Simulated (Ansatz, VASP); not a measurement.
**Cu: VASP beside Ansatz**

File POSCAR:

```
Cu
1.0
   -1.4428848942      1.4428848942      1.4428848942
    1.4428848942     -1.4428848942      1.4428848942
    1.4428848942      1.4428848942     -1.4428848942
Cu
1
Direct
    0.0000000000      0.0000000000      0.0000000000
```

INCAR.step1

```
PREC = Accurate
ENCUT = 520
EDIFF = 1E-5
ISMEAR = 0
SIGMA = 0.05
LREAL = False
LASPH = True
NELM = 60
ALGO = Normal
ISIF = 2
LWAVE = True
NBANDS = 12
GGA = PE
KPAR = 4
```

INCAR.step2

```
PREC = Accurate
ENCUT = 520
EDIFF = 1E-6
ISMEAR = 0
SIGMA = 0.05
LREAL = False
LASPH = True
NELM = 60
ALGO = Normal
ISIF = 2
LWAVE = False
LCHARG = True
GGA = PE
LHFCALC = True
HFSCREEN = 0.2079
PRECFOCK = Normal
LVHAR = True
NBANDS = 12
ISTART = 1
KPAR = 4
```

KPOINTS

```
Automatic mesh
0
Gamma
  10 10 10
```

Input for Ansatz:

```yaml
crystal:
  lattice:
    - [-1.4428848942, 1.4428848942, 1.4428848942]
    - [1.4428848942, -1.4428848942, 1.4428848942]
    - [1.4428848942, 1.4428848942, -1.4428848942]
  atoms:
    - { symbol: Cu, position: [0.0, 0.0, 0.0] }
basis:
  ecutwfc: 420
  ecutrho_ratio: 4
kpoints:
  mp_grid: { grid: [10, 10, 10] }
  band_path:
    path:
      - [[0.0, 0.0, 0.0], [0.5, -0.5, 0.5], [0.0, 0.0, 0.5], [0.0, 0.0, 0.0], [0.25, 0.25, 0.25], [0.5, -0.5, 0.5]]
      - [[0.25, 0.25, 0.25], [0.0, 0.0, 0.5]]
    npoints: 4
hamiltonian:
  xc: hse06
scf:
  occupations: { method: gaussian, width: 0.05 }
output:
  forces: true
  stress: true
  eigenvalues: true
  populations: true
  dos: { projected: true, de: 0.02 }
  bader: false
```

Alike in both runs: task single point; functional HSE06; k mesh 10 × 10 × 10; occupations gaussian, width 0.05 eV; no spin polarisation.

```csv
,VASP,Ansatz
version,VASP 6.6.1,Ansatz 0.2.0
potentials or method,"VASP PAW PBE potentials, release 64 (Cu), cutoff 520 eV","scalar-relativistic, plane waves, PAW"
valence electrons in the cell,11,19
```

```tsv
	VASP	Ansatz	Ansatz less VASP
pressure (GPa)	0.2	0.1	-0.10
```

VASP's potentials hold 11 valence electrons a cell and Ansatz's 19, so a difference there can come from the potentials and not from the codes. Ansatz's warnings: filled band counts differ across k points, stress exchange threshold loose, stress scf threshold loose.
